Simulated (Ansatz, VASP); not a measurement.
Two plane-wave programs on Ti

Contents of INCAR:

```
SYSTEM = Ti
PREC     = Accurate       ! precision mode
ENCUT    = 520            ! plane-wave cutoff, eV
EDIFF    = 1E-6           ! SCF threshold, eV
ISMEAR   = 0              ! smearing method
SIGMA    = 0.1            ! smearing width, eV
LREAL    = .FALSE.        ! projectors in reciprocal space
LASPH    = .TRUE.         ! aspherical terms in the spheres
NELM     = 100            ! most SCF steps
ALGO     = Normal         ! electronic algorithm
ISIF     = 2              ! what is computed and relaxed
LWAVE    = .FALSE.        ! write WAVECAR
LCHARG   = .FALSE.        ! write CHGCAR
GGA      = PE             ! functional
NBANDS   = 25             ! bands
```

The input KPOINTS:

```
regular mesh
0
G
  6 6 6
  0 0 0
```

POSCAR

```
Ti
1.0
    1.5245660577      0.8802086238      7.3681320941
   -1.5245660577      0.8802086238      7.3681320941
    0.0000000000     -1.7604172477      7.3681320941
Ti
3
Direct
    0.0000000000      0.0000000000      0.0000000000
    0.2222200000      0.2222200000      0.2222200000
    0.7777800000      0.7777800000      0.7777800000
```

Input for Ansatz:

```yaml
crystal:
  lattice:
    - [1.5245660577, 0.8802086238, 7.3681320941]
    - [-1.5245660577, 0.8802086238, 7.3681320941]
    - [0.0, -1.7604172477, 7.3681320941]
  atoms:
    - { symbol: Ti, position: [0.0, 0.0, 0.0] }
    - { symbol: Ti, position: [0.22222, 0.22222, 0.22222] }
    - { symbol: Ti, position: [0.77778, 0.77778, 0.77778] }
basis:
  ecutwfc: 420
kpoints:
  mp_grid: { grid: [6, 6, 6] }
hamiltonian:
  xc: pbe
scf:
  occupations: { method: gaussian, width: 0.1 }
  lower_state_search: "off"
output:
  forces: true
  stress: true
  eigenvalues: true
```

Alike in both runs: task single point; functional PBE; k mesh 6 × 6 × 6; occupations gaussian, width 0.1 eV; no spin polarisation.

|  | VASP | Ansatz |
| --- | --- | --- |
| version | VASP 6.6.1 | Ansatz 0.2.0 |
| potentials or method | VASP PAW PBE potentials, release 64 (Ti_sv), cutoff 520 eV | scalar-relativistic, plane waves, PAW |
| valence electrons in the cell | 36 | 36 |

Ansatz gave:

- gap on the k mesh at the Fermi level (eV): none
- pressure (GPa): -11.1
- traceless stress, the component that is largest in VASP (GPa): -0.15
- rms of the force components (eV/Å): 0.032

Q: Which values does VASP return?

A: gap on the k mesh at the Fermi level (eV): none; pressure (GPa): -11.2; traceless stress, the component that is largest in VASP (GPa): -0.15; rms of the force components (eV/Å): 0.032.

Atom by atom the forces differ by 0.000 eV/Å (rms over components). A gap of «none» marks a metal or a gap that the smearing closes.

The k mesh is coarse, so the values compare programs but aren't converged.
